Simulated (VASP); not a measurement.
Write the native input for VASP 6.6.1 that does the following.

```yaml
Task: single point
Functional: r2SCAN
Potentials_or_basis: VASP PAW PBE potentials, release 64 (Zn, O)
Cutoff: 520 eV
k_mesh: 9 × 9 × 6
Occupations: gaussian, width 0.01 eV
Spin: no spin polarisation
Dipole_correction: no
Further_INCAR_settings: ALGO = Normal; EDIFF = 1e-07; NBANDS = 26
```

ZnO:

```
Zn O
1.0
     3.24940    0.00000    0.00000
    -1.62470    2.81406    0.00000
     0.00000    0.00000    5.20380
Zn O
2 2
Direct
  0.33333 0.66667 0.00000
  0.66667 0.33333 0.50000
  0.33333 0.66667 0.38210
  0.66667 0.33333 0.88210
```

These files were run (other wordings do the same):

POSCAR

```
ZnO
1.0
    3.2494000000      0.0000000000      0.0000000000
   -1.6247000000      2.8140629471      0.0000000000
    0.0000000000      0.0000000000      5.2038000000
Zn O
2 2
Direct
    0.3333333333      0.6666666667      0.0000000000
    0.6666666667      0.3333333333      0.5000000000
    0.3333333333      0.6666666667      0.3821000000
    0.6666666667      0.3333333333      0.8821000000
```

INCAR.step1

```
SYSTEM = ZnO
PREC = Accurate
ENCUT = 520
ISMEAR = 0
SIGMA = 0.01
LREAL = .False.
LASPH = .True.
NELM = 60
NBANDS = 26
GGA = PE
ALGO = Normal
EDIFF = 1E-4
LWAVE = .True.
LCHARG = .False.
```

INCAR.step2

```
SYSTEM = ZnO
PREC = Accurate
ENCUT = 520
EDIFF = 1E-7
ISMEAR = 0
SIGMA = 0.01
LREAL = .False.
LASPH = .True.
NELM = 60
ALGO = Normal
ISIF = 2
LWAVE = .False.
LCHARG = .True.
METAGGA = R2SCAN
LMIXTAU = .True.
LELF = .True.
LVHAR = .True.
NBANDS = 26
ISTART = 1
```

KPOINTS

```
regular mesh
0
Gamma
  9 9 6
  0 0 0
```

Potentials or basis: VASP PAW PBE potentials, release 64 (Zn, O).

Launch:

```bash
$ cat potpaw_PBE.64/Zn/POTCAR potpaw_PBE.64/O/POTCAR > POTCAR
$ cp INCAR.step1 INCAR
$ mpirun -np 1 vasp_std > vasp.out
$ cp INCAR.step2 INCAR
$ mpirun -np 1 vasp_std > vasp.out
```

Results of the run:

```yaml
Pressure: -0.1 GPa
Largest_force: 0.019 eV/Å
Band_gap_on_the_k_mesh: 1.23 eV, direct
```

Caveat: the PAW data sets were made with another functional, which shifts forces and pressure a little.

Wall time 2.5 min on 1 thread of Intel(R) Xeon(R) Platinum 8259CL CPU @ 2.50GHz (Skylake/Cascade Lake) (shared host), peak memory 0.2 GiB.
